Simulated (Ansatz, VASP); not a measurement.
Hg in VASP and in Ansatz

Contents of INCAR:

```
SYSTEM = Hg
PREC = Accurate
ENCUT = 520
EDIFF = 1E-8
ISMEAR = -1
SIGMA = 0.05
LREAL = .False.
LASPH = .True.
NELM = 80
ALGO = Normal
ISIF = 2
LWAVE = .False.
LCHARG = .False.
GGA = PE
LEFG = .True.
NBANDS = 19
```

The input KPOINTS:

```
regular mesh
0
Gamma
  8 8 8
  0 0 0
```

POSCAR

```
Hg
1.0
    0.0000000000      3.3303445432      3.3303445432
    3.3303445432      0.0000000000      3.3303445432
    3.3303445432      3.3303445432      0.0000000000
Hg
2
Direct
   -0.2375000000     -0.0875000000     -0.0875000000
    0.2375000000      0.0875000000      0.0875000000
```

Input for Ansatz:

```yaml
crystal:
  lattice:
    - [0.0, 3.3303445432, 3.3303445432]
    - [3.3303445432, 0.0, 3.3303445432]
    - [3.3303445432, 3.3303445432, 0.0]
  atoms:
    - { symbol: Hg, position: [-0.2375, -0.0875, -0.0875] }
    - { symbol: Hg, position: [0.2375, 0.0875, 0.0875] }
kpoints:
  mp_grid: { grid: [8, 8, 8] }
scf:
  occupations: { method: fermi_dirac, width: 0.05 }
  convergence: { dr2_threshold: 1.0e-11 }
hamiltonian:
  xc: pbe
  pseudopotentials: { kind: paw }
output:
  forces: true
  stress: true
  eigenvalues: true
  efg: { contact_densities: true }
  populations: true
accuracy: high
```

Alike in both runs: task electric field gradients; functional PBE; k mesh 8 × 8 × 8; occupations fermi-dirac, width 0.05 eV; no spin polarisation.

|  | VASP | Ansatz |
| --- | --- | --- |
| version | VASP 6.6.1 | Ansatz 0.2.0 |
| potentials or method | VASP PAW PBE potentials, release 64 (Hg) | PAW with Ansatz's default frozen-core files, scalar-relativistic |
| plane-wave cutoff (eV) | 520 | 420 |
| valence electrons in the cell | 24 | 40 |

VASP gave:

```
gap on the k mesh at the Fermi level (eV) : none
rms of the force components (eV/Å)        : 14.277
```

Q: Which values does Ansatz return?

A: gap on the k mesh at the Fermi level (eV): none; rms of the force components (eV/Å): 13.603.

Atom by atom the forces differ by 0.675 eV/Å (rms over components). A gap of «none» marks a metal or a gap that the smearing closes. With one functional, cell and mesh, what is left measures potentials, basis and numerics. VASP's potentials hold 24 valence electrons a cell and Ansatz's 40, so a difference there can come from the potentials and not from the codes.

Spin-orbit coupling is off throughout.
